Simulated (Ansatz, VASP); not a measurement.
# BaTiO3: VASP beside Ansatz

INCAR

```
SYSTEM = BaTiO3
PREC = Accurate
ENCUT = 520
EDIFF = 1E-7
ISMEAR = 0
SIGMA = 0.02
LREAL = .False.
LASPH = .True.
NELM = 100
ALGO = Normal
ISIF = 2
LWAVE = .False.
LCHARG = .False.
GGA = PS
NBANDS = 28
```

The input KPOINTS:

```
regular mesh
0
Gamma
  6 6 6
  0 0 0
```

POSCAR

```
BaTiO3
1.0
    3.9057900000      0.0000000000      0.0000000000
    0.0000000000      2.7801620000      2.8451500000
    0.0000000000     -2.7801620000      2.8451500000
Ba Ti O
1 1 3
Direct
    0.0000000000      0.0000000000      0.0000000000
    0.5000000000      0.5124000000      0.5124000000
    0.0000000000      0.4874000000      0.4874000000
    0.5000000000      0.5052400000      0.9918400000
    0.5000000000      0.9918400000      0.5052400000
```

Input for Ansatz:

```yaml
crystal:
  lattice:
    - [3.90579, 0.0, 0.0]
    - [0.0, 2.780162, 2.84515]
    - [0.0, -2.780162, 2.84515]
  atoms:
    - { symbol: Ba, position: [0.0, 0.0, 0.0] }
    - { symbol: Ti, position: [0.5, 0.5124, 0.5124] }
    - { symbol: O, position: [0.0, 0.4874, 0.4874] }
    - { symbol: O, position: [0.5, 0.50524, 0.99184] }
    - { symbol: O, position: [0.5, 0.99184, 0.50524] }
basis:
  ecutwfc: 420.0
kpoints:
  mp_grid:
    grid: [6, 6, 6]
hamiltonian:
  xc: pbesol
scf:
  occupations:
    method: gaussian
    width: 0.02
output:
  stress: true
```

Alike in both runs: task single point; functional PBEsol; k mesh 6 × 6 × 6; occupations gaussian, width 0.02 eV; no spin polarisation.

|  | VASP | Ansatz |
| --- | --- | --- |
| version | VASP 6.6.1 | Ansatz 0.2.0 |
| potentials or method | VASP PAW PBE potentials, release 64 (Ba_sv, Ti_sv, O), cutoff 520 eV | plane waves, PAW |
| valence electrons in the cell | 40 | 40 |

Ansatz gave:

```
pressure (GPa)                                                : 3.2
traceless stress, the component that is largest in VASP (GPa) : -3.68
```

Task: What did VASP give for the same quantities?

Result: Pressure (GPa): 5.3; traceless stress, the component that is largest in VASP (GPa): -3.77.

VASP's potentials were made for PBE, not for PBEsol. The functional is the same, so the differences come from potentials, cutoffs and numerics.

Spin-orbit coupling is off throughout.
